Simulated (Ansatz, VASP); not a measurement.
# One calculation of BiAu, two programs

File POSCAR:

```
BiAu
1.0
    0.0000000000      2.9210275260      2.9210275260
    2.9210275260      0.0000000000      2.9210275260
    2.9210275260      2.9210275260      0.0000000000
Au Bi
1 1
Direct
    0.5000000000      0.5000000000      0.5000000000
    0.0000000000      0.0000000000      0.0000000000
```

Contents of INCAR.step1:

```
PREC = Accurate
ENCUT = 520
ISMEAR = 0
SIGMA = 0.05
LREAL = F
LASPH = T
NELM = 80
NBANDS = 20
GGA = PE
ALGO = Normal
EDIFF = 1E-4
LWAVE = T
LCHARG = F
```

Contents of INCAR.step2:

```
PREC = Accurate
ENCUT = 520
EDIFF = 1E-6
ISMEAR = 0
SIGMA = 0.05
LREAL = F
LASPH = T
NELM = 80
ALGO = Normal
ISIF = 2
LWAVE = F
LCHARG = F
METAGGA = R2SCAN
LMIXTAU = T
NBANDS = 20
ISTART = 1
```

Contents of KPOINTS:

```
Automatic mesh
0
Gamma
  10 10 10
```

Input for Ansatz:

```yaml
crystal:
  lattice:
    - [0.0, 2.921027526, 2.921027526]
    - [2.921027526, 0.0, 2.921027526]
    - [2.921027526, 2.921027526, 0.0]
  atoms:
    - { symbol: Au, position: [0.5, 0.5, 0.5] }
    - { symbol: Bi, position: [0.0, 0.0, 0.0] }
basis:
  ecutwfc: 500
  ecutrho_ratio: 4
kpoints:
  mp_grid: { grid: [10, 10, 10] }
hamiltonian:
  xc: r2scan
scf:
  occupations: { method: gaussian, width: 0.05 }
output:
  forces: true
  stress: true
  eigenvalues: true
```

Alike in both runs: task single point; functional r2SCAN; k mesh 10 × 10 × 10; occupations gaussian, width 0.05 eV; no spin polarisation.

```csv
,VASP,Ansatz
version,VASP 6.6.1,Ansatz 0.2.0
potentials or method,"VASP PAW PBE potentials, release 64 (Au, Bi_d), cutoff 520 eV","scalar-relativistic, plane waves, PAW"
valence electrons in the cell,26,34
```

Ansatz gave:

* gap on the k mesh at the Fermi level (eV): none
* pressure (GPa): 1.7

**Question.** Which values does VASP return?

**Answer.** gap on the k mesh at the Fermi level (eV): none; pressure (GPa): 1.8.

VASP's potentials were made for PBE, not for r2SCAN. A gap of «none» marks a metal or a gap that the smearing closes. VASP's potentials hold 26 valence electrons a cell and Ansatz's 34, so a difference there can come from the potentials and not from the codes.

Neither program's run includes spin-orbit coupling.
